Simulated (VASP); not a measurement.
GeSe, 8 atoms in the cell. It takes space group Pnma (No. 62, orthorhombic). Conventional cell: a = 11.239 Å, b = 3.794 Å, c = 4.667 Å, α = 90.00°, β = 90.00°, γ = 90.00°. Ge (site symmetry m) has 6 Se at 2.56 to 3.65 Å and 4 Ge at 3.64 to 3.79 Å within 3.8 Å. Within 3.9 Å of Se (site symmetry m) lie 6 Ge at 2.56 to 3.65 Å and 8 Se at 3.75 to 3.88 Å. 

| Item | Value |
| --- | --- |
| Program | VASP 6.6.1 |
| Task | single point |
| Functional | r2SCAN |
| Potentials or basis | VASP PAW PBE potentials, release 64 (Ge_d, Se) |
| Cutoff | 550 eV |
| k mesh | 2 × 6 × 6 |
| Occupations | gaussian, width 0.01 eV |
| Spin | no spin polarisation |
| Dipole correction | no |
| Further INCAR settings | ALGO = Normal; EDIFF = 1e-06; NBANDS = 50 |

Potentials or basis: VASP PAW PBE potentials, release 64 (Ge_d, Se).

Command:

```sh
$ cat potpaw_PBE.64/Ge_d/POTCAR potpaw_PBE.64/Se/POTCAR > POTCAR
$ cp INCAR.step1 INCAR
$ mpirun -np 1 vasp_std > vasp.out
$ cp INCAR.step2 INCAR
$ mpirun -np 1 vasp_std > vasp.out
```

Hardware: 1 thread of Intel(R) Xeon(R) Platinum 8375C CPU @ 2.90GHz (Ice Lake), on a shared host.

Problem. Estimate the wall time of this run.

Solution. Wall time 16 min on 1 thread of Intel(R) Xeon(R) Platinum 8375C CPU @ 2.90GHz (Ice Lake), with other jobs on the host, peak memory 0.5 GiB. Counts: k points 32.
